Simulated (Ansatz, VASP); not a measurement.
**MgAlC6N6: VASP beside Ansatz**

The input INCAR:

```
SYSTEM = MgAlC6N6
ALGO     = Normal         ! electronic algorithm
EDIFF    = 1E-6           ! SCF threshold, eV
EDIFFG   = -0.04          ! ionic threshold
ENCUT    = 600            ! plane-wave cutoff, eV
GGA      = PE             ! functional
IBRION   = 2              ! ionic algorithm
ISIF     = 3              ! what is computed and relaxed
ISMEAR   = 0              ! smearing method
LASPH    = .True.         ! aspherical terms in the spheres
LCHARG   = .False.        ! write CHGCAR
LREAL    = .False.        ! projectors in reciprocal space
LWAVE    = .False.        ! write WAVECAR
NELM     = 80             ! most SCF steps
NSW      = 90             ! ionic steps
PREC     = Accurate       ! precision mode
SIGMA    = 0.1            ! smearing width, eV
```

The input KPOINTS:

```
k-points
0
Gamma
  4 4 4
  0 0 0
```

Contents of POSCAR:

```
MgAlC6N6
1.0
    0.0000000000      5.1200000000      5.1200000000
    5.1200000000      0.0000000000      5.1200000000
    5.1200000000      5.1200000000      0.0000000000
Mg Al C N
1 1 6 6
Direct
    0.5000000000      0.5000000000      0.5000000000
    0.0000000000      0.0000000000      0.0000000000
    0.8168945300      0.1831054700      0.1831054700
    0.1831054700      0.8168945300      0.1831054700
    0.1831054700      0.1831054700      0.8168945300
    0.1831054700      0.8168945300      0.8168945300
    0.8168945300      0.1831054700      0.8168945300
    0.8168945300      0.8168945300      0.1831054700
    0.7026367200      0.2973632800      0.2973632800
    0.2973632800      0.7026367200      0.2973632800
    0.2973632800      0.2973632800      0.7026367200
    0.2973632800      0.7026367200      0.7026367200
    0.7026367200      0.2973632800      0.7026367200
    0.7026367200      0.7026367200      0.2973632800
```

Input for Ansatz:

```yaml
crystal:
  lattice:
    - [0.0, 5.12, 5.12]
    - [5.12, 0.0, 5.12]
    - [5.12, 5.12, 0.0]
  atoms:
    - { symbol: Mg, position: [0.5, 0.5, 0.5] }
    - { symbol: Al, position: [0.0, 0.0, 0.0] }
    - { symbol: C, position: [0.81689453, 0.18310547, 0.18310547] }
    - { symbol: C, position: [0.18310547, 0.81689453, 0.18310547] }
    - { symbol: C, position: [0.18310547, 0.18310547, 0.81689453] }
    - { symbol: C, position: [0.18310547, 0.81689453, 0.81689453] }
    - { symbol: C, position: [0.81689453, 0.18310547, 0.81689453] }
    - { symbol: C, position: [0.81689453, 0.81689453, 0.18310547] }
    - { symbol: "N", position: [0.70263672, 0.29736328, 0.29736328] }
    - { symbol: "N", position: [0.29736328, 0.70263672, 0.29736328] }
    - { symbol: "N", position: [0.29736328, 0.29736328, 0.70263672] }
    - { symbol: "N", position: [0.29736328, 0.70263672, 0.70263672] }
    - { symbol: "N", position: [0.70263672, 0.29736328, 0.70263672] }
    - { symbol: "N", position: [0.70263672, 0.70263672, 0.29736328] }
basis:
  ecutwfc: 420
kpoints:
  mp_grid: { grid: [4, 4, 4] }
hamiltonian:
  xc: pbe
scf:
  occupations: { method: gaussian, width: 0.1 }
  lower_state_search: "off"
output:
  forces: true
  stress: true
  eigenvalues: true
relax:
  adjacent_minimum: "off"
  f_tol: 0.04
  max_steps: 70
  cell: { stress_tol: 0.4 }
```

Alike in both runs: task relaxation of cell and atoms; functional PBE; k mesh 4 × 4 × 4; occupations gaussian, width 0.1 eV; no spin polarisation.

|  | VASP | Ansatz |
| --- | --- | --- |
| version | VASP 6.6.1 | Ansatz 0.2.0 |
| potentials or method | VASP PAW PBE potentials, release 64 (Mg, Al, C, N), cutoff 600 eV | scalar-relativistic, plane waves, PAW |
| valence electrons in the cell | 59 | 67 |

Ansatz gave:

* gap on the k mesh at the Fermi level, each at its own relaxed structure (eV): none
* relaxed volume (Å³/atom): 22.61
* relaxed cell length with the largest relative difference (Å): 7.649

**Question.** Which values does VASP return?

**Answer.** gap on the k mesh at the Fermi level, each at its own relaxed structure (eV): none; relaxed volume (Å³/atom): 22.71; relaxed cell length with the largest relative difference (Å): 7.661.

A gap of «none» marks a metal or a gap that the smearing closes. VASP's potentials hold 59 valence electrons a cell and Ansatz's 67, so a difference there can come from the potentials and not from the codes.

Noted on VASP's run: the standard files for N, O and F lose accuracy on very short bonds; the volume moved by over 15 % at a fixed basis, so the end points are rough.
